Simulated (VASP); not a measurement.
Set up this calculation in VASP 6.6.1, as the native input.

- Task: single point
- Functional: PBEsol
- Dispersion: D3(BJ)
- Potentials or basis: VASP PAW PBE potentials, release 64 (In_d, Sb)
- Cutoff: 520 eV
- k mesh: 12 × 12 × 12
- Occupations: gaussian, width 0.15 eV
- Spin: no spin polarisation
- Dipole correction: no
- Further INCAR settings: ALGO = Normal; EDIFF = 1e-06; NBANDS = 22

The structure of InSb3 lies in POSCAR:

```
InSb3
1.0
    0.0000000000      3.6620664019      3.5522044098
    3.6620664019      0.0000000000      3.5522044098
    3.6620664019      3.6620664019      0.0000000000
In Sb
1 3
Direct
    0.0000000000      0.0000000000      0.0000000000
    0.2500000000      0.2500000000      0.2500000000
    0.7500000000      0.7500000000      0.7500000000
    0.5000000000      0.5000000000      0.5000000000
```

This cell differs from its parent crystal: strain -0.0300 x Voigt [0, 0, 1, 0, 0, 0].

One way to write it, as run:

INCAR

```
SYSTEM = InSb3
ALGO     = Normal         ! electronic algorithm
EDIFF    = 1E-6           ! SCF threshold, eV
ENCUT    = 520            ! plane-wave cutoff, eV
GGA      = PS             ! functional
ISIF     = 2              ! what is computed and relaxed
ISMEAR   = 0              ! smearing method
IVDW     = 12             ! dispersion correction
LASPH    = .TRUE.         ! aspherical terms in the spheres
LCHARG   = .FALSE.        ! write CHGCAR
LREAL    = .FALSE.        ! projectors in reciprocal space
LWAVE    = .FALSE.        ! write WAVECAR
NBANDS   = 22             ! bands
NELM     = 100            ! most SCF steps
PREC     = Accurate       ! precision mode
SIGMA    = 0.15           ! smearing width, eV
```

KPOINTS

```
k-points
0
G
  12 12 12
  0 0 0
```

Potentials or basis: VASP PAW PBE potentials, release 64 (In_d, Sb).

Command:

```console
$ cat potpaw_PBE.64/In_d/POTCAR potpaw_PBE.64/Sb/POTCAR > POTCAR
$ mpirun -np 1 vasp_std > vasp.out
```

It gave:

The pressure is 2.8 GPa and the band gap on the k mesh is zero (bands 14 and 15 overlap by 3.63 eV). The dispersion energy per atom is -0.528 eV.

Caveat: the cell differs from its parent crystal (strain -0.0300 x Voigt [0, 0, 1, 0, 0, 0]); the PAW data sets were made with another functional, which shifts forces and pressure a little; spin-orbit coupling is left out, which moves the levels of the heavy elements.

It took 5.3 min on 1 thread of Intel(R) Xeon(R) 6975P-C (Granite Rapids) (shared host), peak memory 0.48 GiB.
